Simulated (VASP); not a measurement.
Here is a VASP 6.6.1 calculation.

File INCAR:

```
PREC     = Accurate       # precision mode
ENCUT    = 600            # plane-wave cutoff, eV
EDIFF    = 1E-7           # SCF threshold, eV
ISMEAR   = -1             # smearing method
SIGMA    = 0.1            # smearing width, eV
LREAL    = False          # projectors in reciprocal space
LASPH    = True           # aspherical terms in the spheres
NELM     = 80             # most SCF steps
ALGO     = Normal         # electronic algorithm
ISIF     = 3              # what is computed and relaxed
LWAVE    = False          # write WAVECAR
LCHARG   = False          # write CHGCAR
GGA      = PS             # functional
IBRION   = 2              # ionic algorithm
NSW      = 80             # ionic steps
EDIFFG   = -0.01          # ionic threshold
```

File KPOINTS:

```
Automatic mesh
0
Gamma
  9 9 13
```

The input POSCAR:

```
Mn
1.0
    4.0493320461      0.0000000000      0.0000000000
   -2.0246660230      3.5068244202      0.0000000000
    0.0000000000      0.0000000000      2.4822405442
Mn
3
Direct
    0.0000000000      0.0000000000      0.0000000000
    0.3333333333      0.6666666667      0.5000000000
    0.6666666667      0.3333333333      0.5000000000
```

Potentials or basis: VASP PAW PBE potentials, release 64 (Mn_pv).

The run is started by

```sh
$ cat potpaw_PBE.64/Mn_pv/POTCAR > POTCAR
$ mpirun -np 1 vasp_std > vasp.out
```

(1) Estimate the space group after relaxing (to 0.1 Å).

(2) What does it give for the relaxed volume?

(3) Estimate the relaxed cell.

Answers

(1) P6/mmm (No. 191).

(2) 10.39 Å³/atom.

(3) a = 3.857 Å, b = 3.857 Å, c = 2.420 Å, α = 90.00°, β = 90.00°, γ = 120.00°.

Caveat: the highest band is partly filled, so the run has too few bands; the PAW data sets were made with another functional, which shifts forces and pressure a little; the run has no spin polarisation, though such a crystal can be magnetic.
